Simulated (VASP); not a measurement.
Here is a VASP 6.6.1 calculation.

File POSCAR:

```
CdS
1.0
    0.0000000000      2.9392148400      2.9392148400
    2.9392148400      0.0000000000      2.9392148400
    2.9392148400      2.9392148400      0.0000000000
Cd S
1 1
Direct
    0.0000000000      0.0000000000      0.0000000000
    0.2500000000      0.2500000000      0.2500000000
```

INCAR.step1

```
PREC     = Accurate       # precision mode
ENCUT    = 520            # plane-wave cutoff, eV
EDIFF    = 1E-5           # SCF threshold, eV
ISMEAR   = 0              # smearing method
SIGMA    = 0.01           # smearing width, eV
LREAL    = False          # projectors in reciprocal space
LASPH    = True           # aspherical terms in the spheres
NELM     = 80             # most SCF steps
ALGO     = Normal         # electronic algorithm
ISIF     = 2              # what is computed and relaxed
LWAVE    = True           # write WAVECAR
LCHARG   = False          # write CHGCAR
GGA      = PE             # functional
NBANDS   = 16             # bands
```

File INCAR.step2:

```
PREC     = Accurate       # precision mode
ENCUT    = 520            # plane-wave cutoff, eV
EDIFF    = 1E-7           # SCF threshold, eV
ISMEAR   = 0              # smearing method
SIGMA    = 0.01           # smearing width, eV
LREAL    = False          # projectors in reciprocal space
LASPH    = True           # aspherical terms in the spheres
NELM     = 80             # most SCF steps
ALGO     = Normal         # electronic algorithm
ISIF     = 2              # what is computed and relaxed
LWAVE    = False          # write WAVECAR
LCHARG   = False          # write CHGCAR
GGA      = PE             # functional
LHFCALC  = True           # exact exchange
HFSCREEN = 0.2079         # screening, 1/A
PRECFOCK = Normal       
ISTART   = 1            
NBANDS   = 16             # bands
```

File KPOINTS:

```
Automatic mesh
0
Gamma
  6 6 6
```

Potentials or basis: VASP PAW PBE potentials, release 64 (Cd, S).

Command:

```bash
$ cat potpaw_PBE.64/Cd/POTCAR potpaw_PBE.64/S/POTCAR > POTCAR
$ cp INCAR.step1 INCAR
$ mpirun -np 1 vasp_std > vasp.out
$ cp INCAR.step2 INCAR
$ mpirun -np 1 vasp_std > vasp.out
```

Question: Predict the pressure.

Answer: 0.5 GPa.

Question: What does it give for the band gap on the k mesh?

Answer: 2.11 eV.

Caveat: the PAW data sets were made with another functional, which shifts forces and pressure a little.
